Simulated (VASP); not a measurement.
# MnO2 (P4_2/mnm) in VASP: notebook, part 2 of 3

VASP 6.6.1. Earlier steps stand in the parts before.

**3. Single point, PBE+U, collinear spin, ferromagnetic start (biaxial strain in the a-b plane: +6.0 %, then relaxed in part)**

The input, INCAR:

```
SYSTEM = MnO2
PREC = Accurate
ENCUT = 520
EDIFF = 1E-7
ISMEAR = 0
SIGMA = 0.1
LREAL = .FALSE.
LASPH = .TRUE.
NELM = 150
ALGO = Normal
ISIF = 2
LWAVE = .FALSE.
LCHARG = .FALSE.
ISPIN = 2
MAGMOM = 3.05 3.05 0 0 0 0
LORBIT = 11
LMAXMIX = 4
LDAU = .TRUE.
LDAUTYPE = 2
LDAUL = 2 -1
LDAUU = 3.9 0
LDAUJ = 0 0
LDAUPRINT = 1
GGA = PE
NBANDS = 38
```

The input, KPOINTS:

```
Automatic mesh
0
G
  8 8 12
  0 0 0
```

The input, POSCAR:

```
MnO2
1.0
    4.7230706914      0.0000000000      0.0000000000
    0.0000000000      4.7230706914      0.0000000000
    0.0000000000      0.0000000000      2.8826342075
Mn O
2 4
Direct
    0.0000000000      0.0000000000      0.0000000000
    0.5000000000      0.5000000000      0.5000000000
    0.3079293995      0.3079293995      0.0000000000
    0.1920706005      0.8079293995      0.5000000000
    0.6920706005      0.6920706005      0.0000000000
    0.8079293995      0.1920706005      0.5000000000
```

Potentials or basis: VASP PAW PBE potentials, release 64 (Mn_pv, O).

Run with:

```sh
cat potpaw_PBE.64/Mn_pv/POTCAR potpaw_PBE.64/O/POTCAR > POTCAR
mpirun -np 1 vasp_std > vasp.out
```

OUTCAR:

```text
SYSTEM = MnO2
   PREC = Accurate
   ENCUT = 520
   EDIFF = 1E-7
   ISMEAR = 0
   LREAL = .FALSE.
   LASPH = .TRUE.
   NELM = 150
   ISIF = 2
   ISPIN = 2
   LORBIT = 11
   GGA = PE

 ion  position               nearest neighbor table
   1  0.000  0.000  0.000-   4 1.93   6 1.93   4 1.93   6 1.93   5 2.06   3 2.06
   2  0.500  0.500  0.500-   3 1.93   5 1.93   3 1.93   5 1.93   4 2.06   6 2.06
   3  0.308  0.308  0.000-   2 1.93   2 1.93   1 2.06
   4  0.192  0.808  0.500-   1 1.93   1 1.93   2 2.06
   5  0.692  0.692  0.000-   2 1.93   2 1.93   1 2.06
   6  0.808  0.192  0.500-   1 1.93   1 1.93   2 2.06

  LATTYP: Found a simple tetragonal cell.
 ALAT       =     4.7230706914
 C/A-ratio  =     0.6103305235

  Lattice vectors:

 A1 = (   4.7230706914,   0.0000000000,   0.0000000000)
 A2 = (   0.0000000000,   4.7230706914,   0.0000000000)
 A3 = (   0.0000000000,   0.0000000000,   2.8826342075)

Analysis of symmetry for initial positions (statically):
=====================================================================
 Subroutine PRICEL returns:
 Original cell was already a primitive cell.

[... 2208 lines left out ...]
  Total       -5.7296248     -5.7296248     -0.2289672     -0.0000000      0.0000000      0.0000000
  in kB     -142.7573036   -142.7573036     -5.7048656     -0.0000000      0.0000000      0.0000000
  external PRESSURE =     -97.0731576 kB  Pullay stress =       0.0000000 kB

 VOLUME and BASIS-vectors are now :
 -----------------------------------------------------------------------------
  energy-cutoff  :      520.00
  volume of cell :       64.30
      direct lattice vectors                 reciprocal lattice vectors
     4.723070691  0.000000000  0.000000000     0.211726664  0.000000000  0.000000000
     0.000000000  4.723070691  0.000000000     0.000000000  0.211726664  0.000000000
     0.000000000  0.000000000  2.882634208     0.000000000  0.000000000  0.346904924

 POSITION                                       TOTAL-FORCE (eV/Angst)
 -----------------------------------------------------------------------------------
      0.00000      0.00000      0.00000         0.000000      0.000000      0.000000
      2.36154      2.36154      1.44132         0.000000      0.000000      0.000000
      1.45437      1.45437      0.00000        -0.033434     -0.033434      0.000000
      0.90716      3.81591      1.44132         0.033434     -0.033434      0.000000
      3.26870      3.26870      0.00000         0.033434      0.033434     -0.000000
      3.81591      0.90716      1.44132        -0.033434      0.033434      0.000000
 -----------------------------------------------------------------------------------
    total drift:                                0.000000      0.000000     -0.000000

  FREE ENERGIE OF THE ION-ELECTRON SYSTEM (eV)
  ---------------------------------------------------
  free  energy   TOTEN  =       -42.0283900222 eV

  energy  without entropy=      -42.0165755496  energy(sigma->0) =      -42.02248279

 total charge

# of ion       s       p       d       tot
------------------------------------------
    1        0.308   6.373   4.750  11.432
    2        0.308   6.373   4.750  11.432
    3        1.570   3.401   0.000   4.971
    4        1.570   3.401   0.000   4.971
    5        1.570   3.401   0.000   4.971
    6        1.570   3.401   0.000   4.971
--------------------------------------------------
tot          6.896  26.350   9.501  42.747

 magnetization (x)

# of ion       s       p       d       tot
------------------------------------------
    1        0.022   0.027   3.295   3.345
    2        0.022   0.027   3.295   3.345
    3       -0.001  -0.179   0.000  -0.180
    4       -0.001  -0.179   0.000  -0.180
    5       -0.001  -0.179   0.000  -0.180
    6       -0.001  -0.179   0.000  -0.180
--------------------------------------------------
tot          0.040  -0.662   6.590   5.969
```

OSZICAR:

```text
N       E                     dE             d eps       ncg     rms          rms(c)
DAV:   1     0.618812671106E+03    0.61881E+03   -0.27266E+04 16208   0.153E+03
DAV:   2     0.249883936888E+01   -0.61631E+03   -0.56384E+03 16796   0.458E+02
[... 13 lines left out ...]
DAV:  16    -0.420283928920E+02   -0.67675E-04   -0.17100E-04 17894   0.155E-01    0.630E-02
DAV:  17    -0.420283934405E+02   -0.54847E-06   -0.25501E-05 17470   0.565E-02    0.309E-02
DAV:  18    -0.420283893508E+02    0.40897E-05   -0.17151E-05 19012   0.445E-02    0.808E-03
DAV:  19    -0.420283898105E+02   -0.45979E-06   -0.24010E-06 16976   0.144E-02    0.390E-03
DAV:  20    -0.420283899622E+02   -0.15167E-06   -0.61166E-07 14892   0.536E-03    0.159E-03
DAV:  21    -0.420283900222E+02   -0.60002E-07   -0.31487E-07 10872   0.362E-03
   1 F= -.42028390E+02 E0= -.42022483E+02  d E =-.118145E-01  mag=     6.0139
```

stdout:

```text
POSCAR found type information on POSCAR MnO
 POSCAR found :  2 types and       6 ions
 scaLAPACK will be used
 LDA part: xc-table for (Slater+PW92), standard interpolation
 POSCAR, INCAR and KPOINTS ok, starting setup
 FFT: planning ... GRIDC
 FFT: planning ... GRID_SOFT
 FFT: planning ... GRID
 WAVECAR not read
 entering main loop
```

Run time: 5.2 min. Hardware: 1 thread of Intel Xeon 6975P-C (Granite Rapids), shared host; peak memory 0.45 GiB.

What came out:

| Quantity | Value |
| --- | --- |
| Free energy | -42.0284 eV |
| Pressure | -9.7 GPa |
| Largest force | 0.047 eV/Å |
| Band gap on the k mesh | zero (filled and empty bands overlap) |
| Net moment | 6.01 μB per cell |
| Site moments | Mn +3.35; O -0.18 μB |
| Valence electrons inside the program's atomic spheres | Mn 11.43; O 4.97 |

Forces in eV/Å, atoms in the order of the input:
```
Mn   0.000  0.000  0.000
Mn   0.000  0.000  0.000
O   -0.033 -0.033  0.000
O    0.033 -0.033  0.000
O    0.033  0.033  0.000
O   -0.033  0.033  0.000
```

Levels at points of the mesh, in eV from the Fermi level:
Spin up:
| k point | band 24 | band 25 | band 26 | band 27 | band 28 | band 29 | band 30 | band 31 | band 32 | band 33 |
| --- | --- | --- | --- | --- | --- | --- | --- | --- | --- | --- |
| (0.00, 0.00, 0.00) | -1.13 | -0.96 | -0.63 | -0.28 | -0.28 | 0.36 | 2.51 | 2.66 | 2.66 | 7.10 |
| (0.50, 0.00, 0.00) | -1.29 | -1.08 | -1.08 | -0.36 | -0.36 | 1.55 | 1.55 | 2.56 | 2.56 | 9.47 |
| (0.50, 0.50, 0.00) | -1.27 | -1.03 | -1.03 | -0.02 | -0.02 | 0.52 | 0.52 | 2.63 | 2.63 | 11.04 |
| (0.00, 0.00, 0.50) | -2.55 | -0.97 | -0.97 | -0.11 | -0.11 | 0.55 | 0.55 | 1.76 | 1.76 | 12.17 |
| (0.50, 0.00, 0.50) | -2.81 | -0.81 | -0.81 | -0.43 | -0.43 | -0.04 | -0.04 | 2.86 | 2.86 | 11.87 |
| (0.50, 0.50, 0.50) | -2.60 | -0.50 | -0.50 | -0.18 | -0.18 | 1.22 | 1.22 | 1.78 | 1.78 | 11.79 |
Spin down:
```
           k point  band 19  band 20  band 21  band 22  band 23  band 24  band 25  band 26
(0.00, 0.00, 0.00)    -1.04    -0.53    -0.53     0.01     2.30     2.34     2.89     2.89
(0.50, 0.00, 0.00)    -1.73    -1.73    -0.68    -0.68     2.78     2.78     3.24     3.24
(0.50, 0.50, 0.00)    -1.63    -1.63    -1.29    -1.29     2.23     2.23     2.89     2.89
(0.00, 0.00, 0.50)    -1.68    -1.68    -1.60    -1.60     3.19     3.19     3.30     3.30
(0.50, 0.00, 0.50)    -1.82    -1.82    -0.90    -0.90     2.55     2.55     3.05     3.05
(0.50, 0.50, 0.50)    -0.99    -0.99    -0.90    -0.90     3.00     3.00     3.40     3.40
```

Eigenvalues of the final occupation matrices:
| site | spin | trace | eigenvalues |
| --- | --- | --- | --- |
| site 1 d | 1 | 4.04 | 0.57 0.60 0.95 0.96 0.96 |
| site 1 d | 2 | 0.74 | 0.06 0.08 0.08 0.21 0.30 |
| site 2 d | 1 | 4.04 | 0.57 0.60 0.95 0.96 0.96 |
| site 2 d | 2 | 0.74 | 0.06 0.08 0.08 0.21 0.30 |

Caveat: the cell differs from its parent crystal (biaxial strain in the a-b plane: +6.0 %, then relaxed in part); the cell stands under tension; only a ferromagnetic start was run, and an antiferromagnetic order may lie lower in energy. The state reached can hang on the start; a lower one may exist.

**4. Single point, PBE+U, collinear spin, ferromagnetic start**

This run uses another cell than the first one, of 9.09 Å³/atom.

The input, INCAR:

```
ALGO     = Normal         # electronic algorithm
EDIFF    = 1E-6           # SCF threshold, eV
ENCUT    = 520            # plane-wave cutoff, eV
GGA      = PE             # functional
ISIF     = 2              # what is computed and relaxed
ISMEAR   = 0              # smearing method
ISPIN    = 2              # spin polarisation
LASPH    = T              # aspherical terms in the spheres
LCHARG   = F              # write CHGCAR
LDAU     = T              # DFT+U
LDAUJ    = 0 0          
LDAUL    = 2 -1           # shell
LDAUPRINT= 1            
LDAUTYPE = 2            
LDAUU    = 3.9 0          # U, eV
LMAXMIX  = 4              # l up to which the mixer works
LORBIT   = 11             # projections on sites
LREAL    = F              # projectors in reciprocal space
LWAVE    = F              # write WAVECAR
MAGMOM   = 2.94 2.94 0 0 0 0 # initial moments
NBANDS   = 38             # bands
NELM     = 150            # most SCF steps
PREC     = Accurate       # precision mode
SIGMA    = 0.1            # smearing width, eV
```

The input, KPOINTS:

```
k-points
0
Gamma
  8 8 12
```

The input, POSCAR:

```
MnO2
1.0
    4.3467674902      0.0000000000      0.0000000000
    0.0000000000      4.3467674902      0.0000000000
    0.0000000000      0.0000000000      2.8869801935
Mn O
2 4
Direct
    0.0000000000      0.0000000000      0.0000000000
    0.5000000000      0.5000000000      0.5000000000
    0.3050679916      0.3050679916      0.0000000000
    0.1949320084      0.8050679916      0.5000000000
    0.6949320084      0.6949320084      0.0000000000
    0.8050679916      0.1949320084      0.5000000000
```

Potentials or basis: VASP PAW PBE potentials, release 64 (Mn_pv, O).

Run with:

```sh
cat potpaw_PBE.64/Mn_pv/POTCAR potpaw_PBE.64/O/POTCAR > POTCAR
mpirun -np 1 vasp_std > vasp.out
```

OUTCAR:

```text
EDIFF = 1E-6
   ENCUT = 520
   GGA = PE
   ISIF = 2
   ISMEAR = 0
   ISPIN = 2
   LASPH = T
   LORBIT = 11
   LREAL = F
   NELM = 150
   PREC = Accurate

 ion  position               nearest neighbor table
   1  0.000  0.000  0.000-   3 1.88   5 1.88   4 1.88   6 1.88   4 1.88   6 1.88
   2  0.500  0.500  0.500-   4 1.88   6 1.88   5 1.88   3 1.88   3 1.88   5 1.88
   3  0.305  0.305  0.000-   1 1.88   2 1.88   2 1.88
   4  0.195  0.805  0.500-   2 1.88   1 1.88   1 1.88
   5  0.695  0.695  0.000-   1 1.88   2 1.88   2 1.88
   6  0.805  0.195  0.500-   2 1.88   1 1.88   1 1.88

  LATTYP: Found a simple tetragonal cell.
 ALAT       =     4.3467674902
 C/A-ratio  =     0.6641671541

  Lattice vectors:

 A1 = (   4.3467674902,   0.0000000000,   0.0000000000)
 A2 = (   0.0000000000,   4.3467674902,   0.0000000000)
 A3 = (   0.0000000000,   0.0000000000,   2.8869801935)

Analysis of symmetry for initial positions (statically):
=====================================================================
 Subroutine PRICEL returns:
 Original cell was already a primitive cell.

 Routine SETGRP: Setting up the symmetry group for a
 simple tetragonal supercell.

 Subroutine GETGRP returns: Found 16 space group operations
 (whereof  8 operations were pure point group operations)
 out of a pool of 16 trial point group operations.

The static configuration has the point symmetry D_2h.
 The point group associated with its full space group is D_4h.

Analysis of symmetry for dynamics (positions and initial velocities):
=====================================================================
 Subroutine PRICEL returns:
 Original cell was already a primitive cell.

 Routine SETGRP: Setting up the symmetry group for a
 simple tetragonal supercell.

 Subroutine GETGRP returns: Found 16 space group operations
 (whereof  8 operations were pure point group operations)
 out of a pool of 16 trial point group operations.

The dynamic configuration has the point symmetry D_2h.
 The point group associated with its full space group is D_4h.

Analysis of structural, dynamic, and magnetic symmetry:
=====================================================================
 Subroutine PRICEL returns:
 Original cell was already a primitive cell.

 Routine SETGRP: Setting up the symmetry group for a
 simple tetragonal supercell.

 Subroutine GETGRP returns: Found 16 space group operations
 (whereof  8 operations were pure point group operations)
 out of a pool of 16 trial point group operations.

The overall configuration has the point symmetry D_2h.
 The point group associated with its full space group is D_4h.

 Subroutine INISYM returns: Found 16 space group operations
 (whereof  8 operations are pure point group operations),
[... 178 lines left out ...]

atom =   2  type =  1  l = 2

 onsite density matrix

spin component  1

  0.6361  0.0000 -0.1945  0.0000  0.0000
  0.0000  0.7342  0.0000 -0.2319  0.0000
 -0.1945  0.0000  0.8366  0.0000  0.0000
  0.0000 -0.2319  0.0000  0.7342  0.0000
  0.0000  0.0000  0.0000  0.0000  0.9738

spin component  2

  0.2448  0.0000  0.1175  0.0000 -0.0000
  0.0000  0.2277  0.0000  0.1174  0.0000
  0.1175  0.0000  0.1462  0.0000 -0.0000
  0.0000  0.1174  0.0000  0.2277  0.0000
 -0.0000  0.0000 -0.0000  0.0000  0.1196

 occupancies and eigenvectors

  o =  0.0681  v =  0.0000  0.0000  0.0000  0.0000  0.0000 -0.5537  0.0000  0.8327  0.0000  0.0000      0.0000  0.0000  0.0000  0.0000  0.0000  0.0000  0.0000  0.0000  0.0000  0.0000
  o =  0.1104  v =  0.0000  0.0000  0.0000  0.0000  0.0000  0.0000 -0.7071  0.0000  0.7071  0.0000      0.0000  0.0000  0.0000  0.0000  0.0000  0.0000  0.0000  0.0000  0.0000  0.0000
  o =  0.1196  v =  0.0000  0.0000  0.0000  0.0000  0.0000 -0.0000 -0.0000  0.0000  0.0000 -1.0000      0.0000  0.0000  0.0000  0.0000  0.0000  0.0000  0.0000  0.0000  0.0000  0.0000
  o =  0.3229  v =  0.0000  0.0000  0.0000  0.0000  0.0000 -0.8327  0.0000 -0.5537  0.0000  0.0000      0.0000  0.0000  0.0000  0.0000  0.0000  0.0000  0.0000  0.0000  0.0000  0.0000
  o =  0.3451  v =  0.0000  0.0000  0.0000  0.0000  0.0000  0.0000 -0.7071  0.0000 -0.7071  0.0000      0.0000  0.0000  0.0000  0.0000  0.0000  0.0000  0.0000  0.0000  0.0000  0.0000
  o =  0.5023  v =  0.0000 -0.7071  0.0000 -0.7071 -0.0000  0.0000  0.0000  0.0000  0.0000  0.0000      0.0000  0.0000  0.0000  0.0000  0.0000  0.0000  0.0000  0.0000  0.0000  0.0000
  o =  0.5175  v =  0.8538  0.0000  0.5206  0.0000 -0.0000  0.0000  0.0000  0.0000  0.0000  0.0000      0.0000  0.0000  0.0000  0.0000  0.0000  0.0000  0.0000  0.0000  0.0000  0.0000
  o =  0.9551  v = -0.5206 -0.0000  0.8538  0.0000 -0.0000  0.0000  0.0000  0.0000  0.0000  0.0000      0.0000  0.0000  0.0000  0.0000  0.0000  0.0000  0.0000  0.0000  0.0000  0.0000
  o =  0.9660  v = -0.0000  0.7071  0.0000 -0.7071  0.0000  0.0000  0.0000  0.0000  0.0000  0.0000      0.0000  0.0000  0.0000  0.0000  0.0000  0.0000  0.0000  0.0000  0.0000  0.0000
  o =  0.9738  v =  0.0000  0.0000 -0.0000 -0.0000 -1.0000  0.0000  0.0000  0.0000  0.0000  0.0000      0.0000  0.0000  0.0000  0.0000  0.0000  0.0000  0.0000  0.0000  0.0000  0.0000

 number of electron      50.0000062 magnetization       6.0089331

 Free energy of the ion-electron system (eV)
  ---------------------------------------------------
  ext. energy  EPLUGINS =         0.00000000
  ---------------------------------------------------
  free energy    TOTEN  =       -42.17984746 eV

  energy without entropy =      -42.17932333  energy(sigma->0) =      -42.17958539

 E-fermi :   5.4140     XC(G=0): -12.1252

 val. band max:        5.3939750877   @ k =   0.0000   0.0000   0.0833
 cond. band min:       5.4531107944   @ k =   0.0000   0.0000   0.0000
 fundamental gap:      0.0591357068
 Fermi energy:         5.4139669953

 spin component 1

 k-point     1 :       0.0000    0.0000    0.0000
  band No.  band energies     occupation
      1     -45.5800      1.00000
      2     -45.5713      1.00000
      3     -45.5405      1.00000
      4     -45.5405      1.00000
      5     -45.4787      1.00000
      6     -45.4787      1.00000
[... 1913 lines left out ...]
     36      19.1764      0.00000
     37      21.7719      0.00000

 [... further k-points ...]

 [bands above 37 left out]

------------------------ aborting loop because EDIFF is reached ----------------------------------------

  FORCE on cell =-STRESS in cart. coord.  units (eV):
  Direction    XX          YY          ZZ          XY          YZ          ZX
  --------------------------------------------------------------------------------------
  -------------------------------------------------------------------------------------
  Total        5.5885186      5.5885186      5.5545930      0.0000000      0.0000000      0.0000000
  in kB      164.1461332    164.1461332    163.1496697      0.0000000      0.0000000      0.0000000
  external PRESSURE =     163.8139787 kB  Pullay stress =       0.0000000 kB

 VOLUME and BASIS-vectors are now :
 -----------------------------------------------------------------------------
  energy-cutoff  :      520.00
  volume of cell :       54.55
      direct lattice vectors                 reciprocal lattice vectors
     4.346767490  0.000000000  0.000000000     0.230056013  0.000000000  0.000000000
     0.000000000  4.346767490  0.000000000     0.000000000  0.230056013  0.000000000
     0.000000000  0.000000000  2.886980193     0.000000000  0.000000000  0.346382702

 POSITION                                       TOTAL-FORCE (eV/Angst)
 -----------------------------------------------------------------------------------
      0.00000      0.00000      0.00000        -0.000000     -0.000000      0.000000
      2.17338      2.17338      1.44349        -0.000000     -0.000000      0.000000
      1.32606      1.32606      0.00000        -0.024503     -0.024503      0.000000
      0.84732      3.49944      1.44349         0.024503     -0.024503      0.000000
      3.02071      3.02071      0.00000         0.024503      0.024503      0.000000
      3.49944      0.84732      1.44349        -0.024503      0.024503      0.000000
 -----------------------------------------------------------------------------------
    total drift:                                0.000000     -0.000000      0.000000

  FREE ENERGIE OF THE ION-ELECTRON SYSTEM (eV)
  ---------------------------------------------------
  free  energy   TOTEN  =       -42.1798474575 eV

  energy  without entropy=      -42.1793233313  energy(sigma->0) =      -42.17958539

 total charge

# of ion       s       p       d       tot
------------------------------------------
    1        0.367   6.494   4.847  11.708
    2        0.367   6.494   4.847  11.708
    3        1.569   3.498   0.000   5.066
    4        1.569   3.498   0.000   5.066
    5        1.569   3.498   0.000   5.066
    6        1.569   3.498   0.000   5.066
--------------------------------------------------
tot          7.009  26.979   9.694  43.682

 magnetization (x)

# of ion       s       p       d       tot
------------------------------------------
    1        0.019   0.031   2.946   2.997
    2        0.019   0.031   2.946   2.997
    3       -0.002  -0.025   0.000  -0.027
    4       -0.002  -0.025   0.000  -0.027
    5       -0.002  -0.025   0.000  -0.027
    6       -0.002  -0.025   0.000  -0.027
--------------------------------------------------
tot          0.029  -0.036   5.893   5.885
```

It took 3.2 min on 1 thread of Intel Xeon Platinum 8488C (Sapphire Rapids), shared host; peak memory 0.39 GiB.

Results:

```
Free energy                                           : -42.1798 eV
Pressure                                              : 16.4 GPa
Largest force                                         : 0.035 eV/Å
Band gap on the k mesh                                : zero (filled and empty bands overlap)
Net moment                                            : 6.01 μB per cell
Site moments                                          : Mn +3.00; O -0.03 μB
Valence electrons inside the program's atomic spheres : Mn 11.71; O 5.07
```

Forces on the atoms (eV/Å):
```
Mn   0.000  0.000  0.000
Mn   0.000  0.000  0.000
O   -0.025 -0.025  0.000
O    0.025 -0.025  0.000
O    0.025  0.025  0.000
O   -0.025  0.025  0.000
```

Stress tensor (GPa, compression positive):
```
16.41  0.00  0.00
 0.00 16.41  0.00
 0.00  0.00 16.31
```

Eigenvalues of the final occupation matrices:
```tsv
site	spin	trace	eigenvalues
site 1 d	1	3.91	0.50 0.52 0.96 0.97 0.97
site 1 d	2	0.97	0.07 0.11 0.12 0.32 0.35
site 2 d	1	3.91	0.50 0.52 0.96 0.97 0.97
site 2 d	2	0.97	0.07 0.11 0.12 0.32 0.35
```

Caveat: the cell stands under pressure; only a ferromagnetic start was run, and an antiferromagnetic order may lie lower in energy. The state reached can hang on the start; a lower one may exist.

(Part 2 of 3 ends here.)
